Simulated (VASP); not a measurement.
# Zn in VASP: notebook, part 2 of 2

VASP 6.6.1. The steps go on from the part before.

**3. Single point, PBE**

File INCAR:

```
SYSTEM = Zn
ALGO = Normal
DIPOL = 0.5 0.5 0.502
EDIFF = 1E-6
ENCUT = 520
GGA = PE
IDIPOL = 3
ISIF = 2
ISMEAR = 0
LASPH = .TRUE.
LCHARG = .FALSE.
LDIPOL = .TRUE.
LREAL = .FALSE.
LWAVE = .FALSE.
NBANDS = 45
NELM = 60
PREC = Accurate
SIGMA = 0.1
```

File KPOINTS:

```
k-points
0
G
  21 21 1
  0 0 0
```

File POSCAR:

```
Zn
1.0
    2.6647980500      0.0000000000      0.0000000000
   -1.3323990300      2.3077828100      0.0000000000
    0.0000000000      0.0000000000     30.3667502245
Zn
6
Direct
    0.6666666675      0.3333333338      0.2963767915
    0.3333333338      0.6666666663      0.3778260809
    0.6666666675      0.3333333338      0.4592753603
    0.3333333338      0.6666666663      0.5424452051
    0.6666666675      0.3333333338      0.6255954422
    0.3333333338      0.6666666663      0.7087300363
```

Potentials or basis: VASP PAW PBE potentials, release 64 (Zn).

Launch:

```
> cat potpaw_PBE.64/Zn/POTCAR > POTCAR
> mpirun -np 1 vasp_std > vasp.out
```

OUTCAR:

```text
SYSTEM = Zn
   EDIFF = 1E-6
   ENCUT = 520
   GGA = PE
   ISIF = 2
   ISMEAR = 0
   LASPH = .TRUE.
   LREAL = .FALSE.
   NELM = 60
   PREC = Accurate

 ion  position               nearest neighbor table
   1  0.667  0.333  0.296-   2 2.91   2 2.91   2 2.91
   2  0.333  0.667  0.378-   3 2.91   3 2.91   3 2.91   1 2.91   1 2.91   1 2.91
   3  0.667  0.333  0.459-   2 2.91   2 2.91   2 2.91   4 2.96   4 2.96   4 2.96
   4  0.333  0.667  0.542-   5 2.96   5 2.96   5 2.96   3 2.96   3 2.96   3 2.96
   5  0.667  0.333  0.626-   6 2.96   6 2.96   6 2.96   4 2.96   4 2.96   4 2.96
   6  0.333  0.667  0.709-   5 2.96   5 2.96   5 2.96

  LATTYP: Found a hexagonal cell.
 ALAT       =     2.6647980500
 C/A-ratio  =    11.3955165287

  Lattice vectors:

 A1 = (   2.6647980500,   0.0000000000,   0.0000000000)
 A2 = (  -1.3323990300,   2.3077828100,   0.0000000000)
 A3 = (   0.0000000000,   0.0000000000,  30.3667502245)

Analysis of symmetry for initial positions (statically):
=====================================================================
 Subroutine PRICEL returns:
 Original cell was already a primitive cell.

 Routine SETGRP: Setting up the symmetry group for a
 hexagonal supercell.

 Subroutine GETGRP returns: Found  6 space group operations
 (whereof  6 operations were pure point group operations)
 out of a pool of 24 trial point group operations.

The static configuration has the point symmetry C_3v.

Analysis of symmetry for dynamics (positions and initial velocities):
=====================================================================
 Subroutine PRICEL returns:
 Original cell was already a primitive cell.

 Routine SETGRP: Setting up the symmetry group for a
 hexagonal supercell.

 Subroutine GETGRP returns: Found  6 space group operations
 (whereof  6 operations were pure point group operations)
 out of a pool of 24 trial point group operations.

The dynamic configuration has the point symmetry C_3v.

 Subroutine INISYM returns: Found  6 space group operations
 (whereof  6 operations are pure point group operations),
 and found     1 'primitive' translations

----------------------------------------------------------------------------------------

                                     Primitive cell

  volume of cell :     186.7487

  direct lattice vectors                    reciprocal lattice vectors
     2.664798050  0.000000000  0.000000000     0.375262958  0.216658171  0.000000000
    -1.332399030  2.307782810  0.000000000     0.000000000  0.433316340  0.000000000
     0.000000000  0.000000000 30.366750224     0.000000000  0.000000000  0.032930755

  length of vectors
     2.664798050  2.664798055 30.366750224     0.433316340  0.433316340  0.032930755

  position of ions in fractional coordinates (direct lattice)
     0.666666668  0.333333334  0.296376792
     0.333333334  0.666666666  0.377826081
     0.666666668  0.333333334  0.459275360
     0.333333334  0.666666666  0.542445205
     0.666666668  0.333333334  0.625595442
     0.333333334  0.666666666  0.708730036

  ion indices of the primitive-cell ions
[... 41 lines left out ...]
  0.238095 -0.000000  0.000000      6.000000
[... 16 lines left out ...]
  0.142857  0.095238  0.000000     12.000000
  0.190476  0.095238  0.000000     12.000000
 [... further k-points ...]
   k-points           NKPTS =     48   k-points in BZ     NKDIM =     48   number of bands    NBANDS=     45
   number of dos      NEDOS =    301   number of ions     NIONS =      6
   total plane-waves  NPLWV =  96000
   dimension x,y,z NGX =    20 NGY =   20 NGZ =  240
   dimension x,y,z NGXF=    40 NGYF=   40 NGZF=  480
   ions per type =               6
   NGX,Y,Z   is equivalent  to a cutoff of  12.48, 12.48, 13.14 a.u.
   NGXF,Y,Z  is equivalent  to a cutoff of  24.95, 24.95, 26.28 a.u.
 SYSTEM =  Zn
   PREC   = accura    normal or accurate (medium, high low for compatibility)
   ISTART =      0    job   : 0-new  1-cont  2-samecut
   ICHARG =      2    charge: 1-file 2-atom 10-const
   ISPIN  =      1    spin polarized calculation?
   LNONCOLLINEAR =      F non collinear calculations
   LSORBIT =      F    spin-orbit coupling
   LASPH  =      T    aspherical Exc in radial PAW
   ENCUT  =  520.0 eV  38.22 Ry    6.18 a.u.   4.95  4.95 56.46*2*pi/ulx,y,z
   NELM   =     60;   NELMIN=  2; NELMDL= -5     # of ELM steps
   EDIFF  = 0.1E-05   stopping-criterion for ELM
   LREAL  =      F    real-space projection
   EDIFFG = 0.1E-04   stopping-criterion for IOM
   NSW    =      0    number of steps for IOM
   IBRION =     -1    ionic relax: 0-MD 1-quasi-New 2-CG
   NFREE  =      0    steps in history (QN), initial steepest desc. (CG)
   ISIF   =      2    stress and relaxation
   ISYM   =      2    0-nonsym 1-usesym 2-fastsym
   POTIM  = 0.5000    time-step for ionic-motion
   TEBEG  =    0.0;   TEEND  =   0.0 temperature during run
   PSTRESS=    0.0 pullay stress
   NELECT =      72.0000    total number of electrons
   NUPDOWN=      -1.0000    fix difference up-down
   EMIN   =  10.00;   EMAX   =-10.00  energy-range for DOS
   EFERMI =   0.00;   METHOD = LEGACY
   ISMEAR =     0;   SIGMA  =   0.10  broadening in eV -4-tet -1-fermi 0-gaus
   EFERMI_NEDOS =   21; number of points for ismear=-14 and -15
   IALGO  =     38    algorithm
   IMIX   =      4    mixing-type and parameters
     AMIX     =   0.40;   BMIX     =  1.00
     AMIX_MAG =   1.60;   BMIX_MAG =  1.00
  volume/ion in A,a.u.               =      31.12       210.04
  Fermi-wavevector in a.u.,A,eV,Ry     =   1.191516  2.251638 19.316326  1.419710
  Thomas-Fermi vector in A             =   2.327576
   LORBIT       =      0    0 simple, 1 ext, 2 COOP (PROOUT), +10 PAW based schemes
   GGA     = PE    functional components
   LHFCALC =     F    Hartree Fock is set to
   AEXX    =    0.0000 exact exchange contribution
   IVDW    =     0    specifies the selected vdW correction
   LEPSILON=     F    determine dielectric tensor
   LRPA    =     F    only Hartree local field effects (RPA)
 non-spin polarized calculation
 Gauss-broadening in eV      SIGMA  =   0.10
  energy-cutoff  :      520.00
  volume of cell :      186.75
 maximum number of plane-waves:      5105
 NGX is ok and might be reduce to    20
   NGX =  9   NGY =  9   NGZ =113

 dipolmoment           0.000000      0.000000      0.187261 electrons x Angstroem

 number of electron      72.0000001 magnetization

 dipolmoment           0.000000      0.000000     -0.000370 electrons x Angstroem

 Free energy of the ion-electron system (eV)
  ---------------------------------------------------
  ext. energy  EPLUGINS =         0.00000000
  ---------------------------------------------------
  free energy    TOTEN  =        -6.39027642 eV

  energy without entropy =       -6.38551956  energy(sigma->0) =       -6.38789799

 E-fermi :  -0.5991     XC(G=0):  -6.2477

 val. band max:       -0.6234242905   @ k =   0.1429   0.0000   0.0000
 cond. band min:      -0.5506824746   @ k =   0.2381   0.2381   0.0000
 fundamental gap:      0.0727418159
 Fermi energy:        -0.5990670481

 k-point     1 :       0.0000    0.0000    0.0000
  band No.  band energies     occupation
      1     -10.7267      2.00000
      2     -10.2907      2.00000
      3      -9.7111      2.00000
      4      -9.2811      2.00000
      5      -9.1058      2.00000
      6      -9.0512      2.00000
[... 1141 lines left out ...]
     44       7.0887      0.00000
     45       7.2025      0.00000

 [... further k-points ...]

------------------------ aborting loop because EDIFF is reached ----------------------------------------

 vacuum level on the upper side and lower side of the slab       (xc-potential included)        -0.201        -0.185

  FORCE on cell =-STRESS in cart. coord.  units (eV):
  Direction    XX          YY          ZZ          XY          YZ          ZX
  --------------------------------------------------------------------------------------
  -------------------------------------------------------------------------------------
  Total       -1.5205467     -1.5205467     -0.2912648      0.0000000      0.0000000      0.0000000
  in kB      -13.0452620    -13.0452620     -2.4988545      0.0000000      0.0000000      0.0000000
  external PRESSURE =      -9.5297928 kB  Pullay stress =       0.0000000 kB

 VOLUME and BASIS-vectors are now :
 -----------------------------------------------------------------------------
  energy-cutoff  :      520.00
  volume of cell :      186.75
      direct lattice vectors                 reciprocal lattice vectors
     2.664798050  0.000000000  0.000000000     0.375262958  0.216658171  0.000000000
    -1.332399030  2.307782810  0.000000000     0.000000000  0.433316340  0.000000000
     0.000000000  0.000000000 30.366750224     0.000000000  0.000000000  0.032930755

 POSITION                                       TOTAL-FORCE (eV/Angst)
 -----------------------------------------------------------------------------------
      1.33240      0.76926      9.00000        -0.000000      0.000000     -0.040915
     -0.00000      1.53852     11.47335         0.000000     -0.000000      0.071627
      1.33240      0.76926     13.94670        -0.000000     -0.000000     -0.000150
     -0.00000      1.53852     16.47230         0.000000     -0.000000      0.053339
      1.33240      0.76926     18.99730        -0.000000      0.000000     -0.071010
     -0.00000      1.53852     21.52183        -0.000000      0.000000     -0.012892
 -----------------------------------------------------------------------------------
    total drift:                                0.000001      0.000003      0.003098

  FREE ENERGIE OF THE ION-ELECTRON SYSTEM (eV)
  ---------------------------------------------------
  free  energy   TOTEN  =        -6.3902764172 eV

  energy  without entropy=       -6.3855195606  energy(sigma->0) =       -6.38789799

 vacuum level on the upper side and lower side of the slab         3.300         3.314
```

It took 5.1 min on 1 thread of Intel Xeon 6975P-C (Granite Rapids), shared host; peak memory 0.46 GiB.

Results:

| Quantity | Value |
| --- | --- |
| Free energy | -6.3903 eV |
| Largest force | 0.072 eV/Å |
| Band gap on the k mesh | zero (band 36 reaches 0.94 eV, above the bottom of band 37 at -3.33 eV) |

Forces in eV/Å, atoms in the order of the input:
```
Zn   0.000  0.000 -0.041
Zn   0.000  0.000  0.072
Zn   0.000  0.000  0.000
Zn   0.000  0.000  0.053
Zn   0.000  0.000 -0.071
Zn   0.000  0.000 -0.013
```
